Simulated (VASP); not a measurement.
HfS2:

```
Hf S
1.0
     3.63966    0.00000    0.00000
    -1.81983    3.15204    0.00000
     0.00000    0.00000    6.05556
Hf S
1 2
Direct
  0.00000 0.00000 0.00000
  0.66667 0.33333 0.76395
  0.33333 0.66667 0.23605
```

| Property | Result |
| --- | --- |
| Program | VASP 6.6.1 |
| Task | relaxation of cell and atoms |
| Functional | PBEsol |
| Potentials or basis | VASP PAW PBE potentials, release 64 (Hf_pv, S) |
| Cutoff | 500 eV |
| k mesh | 12 × 12 × 6 |
| Occupations | gaussian, width 0.02 eV |
| Spin | no spin polarisation |

At the start: pressure -1.9 GPa; volume 23.16 Å³/atom.

Question: How do energy, volume and symmetry change on relaxing?

Answer: Over 18 steps the energy falls by 5.6 meV/atom and the volume is 22.03 Å³/atom (-4.9 %); space group P-3m1 (No. 164, to 0.05 Å).

The path:
| step | energy change (eV) | largest force (eV/Å) | pressure (GPa) | volume (Å³) |
| --- | --- | --- | --- | --- |
| 1 | 0.0000 | 0.0643 | -1.94 | 69.47 |
| 2 | 0.0003 | 0.4458 | 2.48 | 66.68 |
| 3 | -0.0106 | 0.1820 | 0.17 | 68.06 |
| 4 | -0.0141 | 0.0773 | 0.02 | 67.92 |
| 5 | -0.0146 | 0.0260 | -0.06 | 67.85 |
| 6 | -0.0147 | 0.0279 | -0.03 | 67.77 |
| 7 | -0.0151 | 0.0331 | 0.03 | 67.53 |
| 8 | -0.0157 | 0.0439 | 0.18 | 67.04 |
| 9 | -0.0162 | 0.0659 | 0.48 | 66.07 |
| 10 | -0.0162 | 0.0632 | 0.47 | 66.06 |
| 11 | -0.0163 | 0.0550 | 0.42 | 66.02 |
| 12 | -0.0165 | 0.0382 | 0.32 | 65.94 |
| 13 | -0.0166 | 0.0048 | 0.13 | 65.79 |
| 14 | -0.0166 | 0.0078 | 0.14 | 65.81 |
| 15 | -0.0166 | 0.0064 | 0.13 | 65.84 |
| 16 | -0.0166 | 0.0023 | 0.08 | 65.93 |
| 17 | -0.0167 | 0.0058 | -0.02 | 66.12 |
| 18 | -0.0167 | 0.0050 | -0.02 | 66.10 |

Final structure:
```yaml
crystal:
  lattice:
    - [3.58639, 0.00000, 0.00000]
    - [-1.79319, 3.10590, 0.00000]
    - [0.00000, 0.00000, 5.93419]
  atoms:
    - { symbol: Hf, position: [0.00000, 0.00000, 0.00000] }
    - { symbol: S, position: [0.66667, 0.33333, 0.75594] }
    - { symbol: S, position: [0.33333, 0.66667, 0.24406] }
```

Caveat: the PAW data sets were made with another functional, which shifts forces and pressure a little; this functional lacks dispersion, which binds the layers, so the pressure and a relaxed spacing across them are unreliable.
